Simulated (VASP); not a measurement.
A run of VASP 6.6.1 is set up as follows.

File INCAR:

```
  ALGO = Normal
  EDIFF = 1E-6
  EDIFFG = -0.01
  ENCUT = 600
  GGA = PE
  IBRION = 2
  ISIF = 3
  ISMEAR = 0
  LASPH = T
  LCHARG = F
  LREAL = F
  LWAVE = F
  NELM = 100
  NSW = 100
  PREC = Accurate
  SIGMA = 0.02
```

The input KPOINTS:

```
k-points
0
Gamma
  8 8 8
```

Contents of POSCAR:

```
BN
1.0
    4.1659910431      0.0000000000      0.0000000000
    0.0000000000      4.1659910431      0.0000000000
    0.0000000000      0.0000000000      4.1659910431
B N
4 4
Direct
    0.8750000000      0.8750000000      0.8750000000
    0.6250000000      0.1250000000      0.3750000000
    0.1250000000      0.3750000000      0.6250000000
    0.3750000000      0.6250000000      0.1250000000
    0.3750000000      0.3750000000      0.3750000000
    0.1250000000      0.6250000000      0.8750000000
    0.6250000000      0.8750000000      0.1250000000
    0.8750000000      0.1250000000      0.6250000000
```

Potentials or basis: VASP PAW PBE potentials, release 64 (B, N).

Command:

```bash
$ cat potpaw_PBE.64/B/POTCAR potpaw_PBE.64/N/POTCAR > POTCAR
$ mpirun -np 1 vasp_std > vasp.out
```

Q: Estimate the band gap on the k mesh.

A: 1.26 eV, indirect (least direct gap 1.90 eV).

Final structure:
```
CELL_PARAMETERS angstrom
4.16599 0.00000 0.00000
0.00000 4.16599 0.00000
0.00000 0.00000 4.16599
ATOMIC_POSITIONS crystal
B 0.87500 0.87500 0.87500
B 0.62500 0.12500 0.37500
B 0.12500 0.37500 0.62500
B 0.37500 0.62500 0.12500
N 0.37500 0.37500 0.37500
N 0.12500 0.62500 0.87500
N 0.62500 0.87500 0.12500
N 0.87500 0.12500 0.62500
```

Caveat: the relaxation stopped at its first step, so nothing moved. A k mesh can miss the band edges.
